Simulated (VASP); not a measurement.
# Ge4S (P-6m2) in VASP: further runs

Runs on Ge4S. Level: PBE. Tasks: single point, relaxation of cell and atoms.

Everything below comes from runs of VASP 6.6.1. Logs are shortened: lines on timing, memory, paths and dates and some standing lists are left out, and cuts for length are marked.

### Step 1. The cell of the first run

It takes space group P-6m2 (No. 187, hexagonal). The conventional cell has a = 4.169 Å, b = 4.169 Å, c = 8.510 Å, α = 90.00°, β = 90.00°, γ = 120.00°. Ge (site symmetry 3m) has 1 S at 2.24 Å and 3 Ge at 2.52 Å within 3.0 Å. Ge (site symmetry 3m) has 4 Ge at 2.51 to 2.52 Å within 3.3 Å. Within 3.0 Å of S (site symmetry -6m2) lie 2 Ge at 2.24 Å.

### Step 2. Single point, PBE

The input, INCAR:

```
PREC     = Accurate       # precision mode
ENCUT    = 520            # plane-wave cutoff, eV
EDIFF    = 1E-6           # SCF threshold, eV
ISMEAR   = 0              # smearing method
SIGMA    = 0.2            # smearing width, eV
LREAL    = False          # projectors in reciprocal space
LASPH    = True           # aspherical terms in the spheres
NELM     = 100            # most SCF steps
ALGO     = Normal         # electronic algorithm
ISIF     = 2              # what is computed and relaxed
LWAVE    = False          # write WAVECAR
LCHARG   = False          # write CHGCAR
GGA      = PE             # functional
NBANDS   = 39             # bands
```

The input, KPOINTS:

```
Automatic mesh
0
Gamma
  5 5 2
```

The input, POSCAR:

```
Ge4S
1.0
    4.1694972308      0.0000000000      0.0000000000
   -2.0847486154      3.6108905229      0.0000000000
    0.0000000000      0.0000000000      8.5099288080
Ge S
4 1
Direct
    0.0000000000      0.0000000000      0.7363889554
    0.0000000000      0.0000000000      0.2636110446
    0.3333333333      0.6666666667      0.3523470613
    0.3333333333      0.6666666667      0.6476529387
    0.0000000000      0.0000000000      0.0000000000
```

Potentials or basis: VASP PAW PBE potentials, release 64 (Ge_d, S).

Command:

```console
> cat potpaw_PBE.64/Ge_d/POTCAR potpaw_PBE.64/S/POTCAR > POTCAR
> mpirun -np 1 vasp_std > vasp.out
```

OUTCAR:

```text
PREC = Accurate
   ENCUT = 520
   EDIFF = 1E-6
   ISMEAR = 0
   LREAL = False
   LASPH = True
   NELM = 100
   ISIF = 2
   GGA = PE

 ion  position               nearest neighbor table
   1  0.000  0.000  0.736-   5 2.24   4 2.52   4 2.52   4 2.52
   2  0.000  0.000  0.264-   5 2.24   3 2.52   3 2.52   3 2.52
   3  0.333  0.667  0.352-   4 2.51   2 2.52   2 2.52   2 2.52
   4  0.333  0.667  0.648-   3 2.51   1 2.52   1 2.52   1 2.52
   5  0.000  0.000  0.000-   1 2.24   2 2.24

  LATTYP: Found a hexagonal cell.
 ALAT       =     4.1694972308
 C/A-ratio  =     2.0409963928

  Lattice vectors:

 A1 = (   4.1694972308,   0.0000000000,   0.0000000000)
 A2 = (  -2.0847486154,   3.6108905229,   0.0000000000)
 A3 = (   0.0000000000,   0.0000000000,   8.5099288080)

Analysis of symmetry for initial positions (statically):
=====================================================================
 Subroutine PRICEL returns:
 Original cell was already a primitive cell.

 Routine SETGRP: Setting up the symmetry group for a
 hexagonal supercell.

 Subroutine GETGRP returns: Found 12 space group operations
 (whereof 12 operations were pure point group operations)
 out of a pool of 24 trial point group operations.

The static configuration has the point symmetry D_3h.

Analysis of symmetry for dynamics (positions and initial velocities):
=====================================================================
 Subroutine PRICEL returns:
 Original cell was already a primitive cell.

 Routine SETGRP: Setting up the symmetry group for a
 hexagonal supercell.

 Subroutine GETGRP returns: Found 12 space group operations
 (whereof 12 operations were pure point group operations)
 out of a pool of 24 trial point group operations.

The dynamic configuration has the point symmetry D_3h.

 Subroutine INISYM returns: Found 12 space group operations
 (whereof 12 operations are pure point group operations),
 and found     1 'primitive' translations

----------------------------------------------------------------------------------------

                                     Primitive cell

  volume of cell :     128.1221
[... 75 lines left out ...]
   LNONCOLLINEAR =      F non collinear calculations
   LSORBIT =      F    spin-orbit coupling
   LASPH  =      T    aspherical Exc in radial PAW
   ENCUT  =  520.0 eV  38.22 Ry    6.18 a.u.   7.75  7.75 15.82*2*pi/ulx,y,z
   NELM   =    100;   NELMIN=  2; NELMDL= -5     # of ELM steps
   EDIFF  = 0.1E-05   stopping-criterion for ELM
   LREAL  =      F    real-space projection
   EDIFFG = 0.1E-04   stopping-criterion for IOM
   NSW    =      0    number of steps for IOM
   IBRION =     -1    ionic relax: 0-MD 1-quasi-New 2-CG
   NFREE  =      0    steps in history (QN), initial steepest desc. (CG)
   ISIF   =      2    stress and relaxation
   ISYM   =      2    0-nonsym 1-usesym 2-fastsym
   POTIM  = 0.5000    time-step for ionic-motion
   TEBEG  =    0.0;   TEEND  =   0.0 temperature during run
   PSTRESS=    0.0 pullay stress
   NELECT =      62.0000    total number of electrons
   NUPDOWN=      -1.0000    fix difference up-down
   EMIN   =  10.00;   EMAX   =-10.00  energy-range for DOS
   EFERMI =   0.00;   METHOD = LEGACY
   ISMEAR =     0;   SIGMA  =   0.20  broadening in eV -4-tet -1-fermi 0-gaus
   EFERMI_NEDOS =   21; number of points for ismear=-14 and -15
   IALGO  =     38    algorithm
   IMIX   =      4    mixing-type and parameters
     AMIX     =   0.40;   BMIX     =  1.00
     AMIX_MAG =   1.60;   BMIX_MAG =  1.00
  volume/ion in A,a.u.               =      25.62       172.92
  Fermi-wavevector in a.u.,A,eV,Ry     =   1.285279  2.428825 22.476037  1.651942
  Thomas-Fermi vector in A             =   2.417423
   LORBIT       =      0    0 simple, 1 ext, 2 COOP (PROOUT), +10 PAW based schemes
   GGA     = PE    functional components
   LHFCALC =     F    Hartree Fock is set to
   AEXX    =    0.0000 exact exchange contribution
   IVDW    =     0    specifies the selected vdW correction
   LEPSILON=     F    determine dielectric tensor
   LRPA    =     F    only Hartree local field effects (RPA)
 non-spin polarized calculation
 Gauss-broadening in eV      SIGMA  =   0.20
  energy-cutoff  :      520.00
  volume of cell :      128.12
 maximum number of plane-waves:      3500
 NGX is ok and might be reduce to    32
   NGX = 15   NGY = 15   NGZ = 31

 number of electron      61.9999989 magnetization

 Free energy of the ion-electron system (eV)
  ---------------------------------------------------
  ext. energy  EPLUGINS =         0.00000000
  ---------------------------------------------------
  free energy    TOTEN  =       -21.60937954 eV

  energy without entropy =      -21.57487189  energy(sigma->0) =      -21.59212571

 E-fermi :   3.4688     XC(G=0):  -9.0793

 val. band max:        3.1454988860   @ k =   0.4000   0.0000   0.5000
 cond. band min:       3.4926488025   @ k =   0.2000   0.0000   0.5000
 fundamental gap:      0.3471499165
 Fermi energy:         3.4688417627

 k-point     1 :       0.0000    0.0000    0.0000
  band No.  band energies     occupation
      1     -21.5918      2.00000
      2     -21.5827      2.00000
      3     -21.5532      2.00000
      4     -21.5532      2.00000
      5     -21.5511      2.00000
      6     -21.5511      2.00000
[... 409 lines left out ...]
     38       9.4030      0.00000
     39      10.4836      0.00000

------------------------ aborting loop because EDIFF is reached ----------------------------------------

  FORCE on cell =-STRESS in cart. coord.  units (eV):
  Direction    XX          YY          ZZ          XY          YZ          ZX
  --------------------------------------------------------------------------------------
  -------------------------------------------------------------------------------------
  Total        0.0073591      0.0073591     -0.1943066      0.0000000      0.0000000      0.0000000
  in kB        0.0920266      0.0920266     -2.4298206      0.0000000      0.0000000      0.0000000
  external PRESSURE =      -0.7485892 kB  Pullay stress =       0.0000000 kB

 VOLUME and BASIS-vectors are now :
 -----------------------------------------------------------------------------
  energy-cutoff  :      520.00
  volume of cell :      128.12
      direct lattice vectors                 reciprocal lattice vectors
     4.169497231  0.000000000  0.000000000     0.239837070  0.138469997  0.000000000
    -2.084748615  3.610890523  0.000000000     0.000000000  0.276939994  0.000000000
     0.000000000  0.000000000  8.509928808     0.000000000  0.000000000  0.117509796

 POSITION                                       TOTAL-FORCE (eV/Angst)
 -----------------------------------------------------------------------------------
      0.00000      0.00000      6.26662        -0.000000      0.000000      0.017053
      0.00000      0.00000      2.24331        -0.000000      0.000000     -0.017053
     -0.00000      2.40726      2.99845        -0.000000     -0.000000      0.030073
     -0.00000      2.40726      5.51148         0.000000     -0.000000     -0.030073
      0.00000      0.00000      0.00000         0.000000      0.000000     -0.000000
 -----------------------------------------------------------------------------------
    total drift:                               -0.000002      0.000001     -0.000000

  FREE ENERGIE OF THE ION-ELECTRON SYSTEM (eV)
  ---------------------------------------------------
  free  energy   TOTEN  =       -21.6093795358 eV

  energy  without entropy=      -21.5748718885  energy(sigma->0) =      -21.59212571
```

stdout:

```text
POSCAR found type information on POSCAR GeS
 POSCAR found :  2 types and       5 ions
 scaLAPACK will be used
 LDA part: xc-table for (Slater+PW92), standard interpolation
 POSCAR, INCAR and KPOINTS ok, starting setup
 FFT: planning ... GRIDC
 FFT: planning ... GRID_SOFT
 FFT: planning ... GRID
 WAVECAR not read
 entering main loop
```

Run time: 46 s. Hardware: 1 thread of Intel Xeon Platinum 8259CL at 2.50GHz (Skylake/Cascade Lake), shared host; peak memory 0.24 GiB.

Results:

- Free energy: -21.6094 eV
- Pressure: -0.1 GPa
- Largest force: 0.030 eV/Å
- Band gap on the k mesh: zero (bands 31 and 32 overlap by 0.43 eV)

Forces on the atoms (eV/Å):
```
Ge   0.000  0.000  0.017
Ge   0.000  0.000 -0.017
Ge   0.000  0.000  0.030
Ge   0.000  0.000 -0.030
S    0.000  0.000  0.000
```

Caveat: the k points lie up to 0.37 Å⁻¹ apart.

(Part 1 of 2 ends here.)
